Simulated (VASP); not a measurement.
# Pt: single point with LDA

The system is Pt.

```
Pt
1.0
     2.70819    0.00000    0.00000
    -1.35410    2.34536    0.00000
     0.00000    0.00000    4.67740
Pt
2
Direct
  0.63418 0.37397 0.75000
  0.36582 0.62603 0.25000
```

This cell differs from its parent crystal: atoms displaced along a vibrational mode.

```json
{
  "Program": "VASP 6.6.1",
  "Task": "single point",
  "Functional": "LDA",
  "Potentials or basis": "VASP PAW LDA potentials, release 64 (Pt)",
  "Cutoff": "520 eV",
  "k mesh": "18 × 18 × 10",
  "Occupations": "gaussian, width 0.15 eV",
  "Spin": "no spin polarisation",
  "Dipole correction": "no",
  "Further INCAR settings": "ALGO = Fast; EDIFF = 1e-06; NBANDS = 17"
}
```

- Pressure: 2.8 GPa
- Largest force: 0.356 eV/Å
- Band gap on the k mesh: zero (bands 10 and 11 overlap by 1.66 eV)

Forces on the atoms (eV/Å):
```
Pt   0.325 -0.147  0.000
Pt  -0.325  0.147  0.000
```

Stress tensor (GPa, compression positive):
```
 1.90 -1.84  0.00
-1.84 -0.11  0.00
 0.00  0.00  6.69
```

Levels at points of the mesh, in eV from the Fermi level:
```csv
k point,band 6,band 7,band 8,band 9,band 10,band 11,band 12,band 13,band 14,band 15
"(0.00, 0.00, 0.00)",-3.57,-3.13,-2.48,-1.21,-1.04,-0.95,0.11,5.29,14.99,15.85
"(0.50, 0.00, 0.00)",-2.99,-2.43,-0.47,0.41,0.44,2.02,4.24,7.05,8.15,10.74
"(0.00, 0.50, 0.00)",-2.93,-2.32,-0.39,0.42,0.43,1.92,4.31,6.94,7.90,10.89
"(0.50, 0.50, 0.00)",-3.36,-3.01,-0.03,0.21,0.66,3.16,3.17,8.71,8.89,11.58
"(0.00, 0.00, 0.50)",-3.85,-3.62,-3.62,-1.06,-1.06,-0.73,-0.73,12.35,12.35,15.61
"(0.50, 0.00, 0.50)",-2.31,-1.03,-1.03,0.45,0.45,2.17,2.17,6.52,6.52,14.22
"(0.00, 0.50, 0.50)",-2.38,-1.13,-1.13,0.45,0.45,2.28,2.28,6.42,6.42,14.40
"(0.50, 0.50, 0.50)",-1.96,0.23,0.23,0.43,0.43,0.65,0.65,7.41,7.41,13.39
```

It took 3.8 min on 1 thread of Intel(R) Xeon(R) 6975P-C (Granite Rapids) (shared host), peak memory 0.48 GiB.

Caveat: the cell differs from its parent crystal (atoms displaced along a vibrational mode); spin-orbit coupling is left out, which moves the levels of the heavy elements.
